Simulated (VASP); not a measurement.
Input of a VASP 6.6.1 run:

Contents of INCAR:

```
PREC = Accurate
ENCUT = 520
EDIFF = 1E-6
ISMEAR = -1
SIGMA = 0.02
LREAL = F
LASPH = T
NELM = 100
ALGO = Normal
ISIF = 2
LWAVE = F
LCHARG = T
GGA = PE
LELF = T
LVHAR = T
NBANDS = 11
```

KPOINTS

```
regular mesh
0
Gamma
  8 8 8
```

Contents of POSCAR:

```
MgS
1.0
    0.0000000000      2.6015177400      2.5291955469
    2.6015177400      0.0000000000      2.5291955469
    2.6015177400      2.6015177400      0.0000000000
Mg S
1 1
Direct
    0.0000000000      0.0000000000      0.0000000000
    0.5000000000      0.5000000000      0.5000000000
```

Potentials or basis: VASP PAW PBE potentials, release 64 (Mg, S).

Run with:

```sh
$ cat potpaw_PBE.64/Mg/POTCAR potpaw_PBE.64/S/POTCAR > POTCAR
$ mpirun -np 1 vasp_std > vasp.out
```

Question: Estimate the pressure.

Answer: 3.4 GPa.

Question: What does it give for the band gap on the k mesh?

Answer: 2.70 eV, indirect (least direct gap 3.90 eV).

Stress tensor (GPa, compression positive):
```
2.15 0.00 0.00
0.00 2.15 0.00
0.00 0.00 5.76
```

Caveat: the cell differs from its parent crystal (uniaxial z strain -2.8%). A k mesh can miss the band edges.
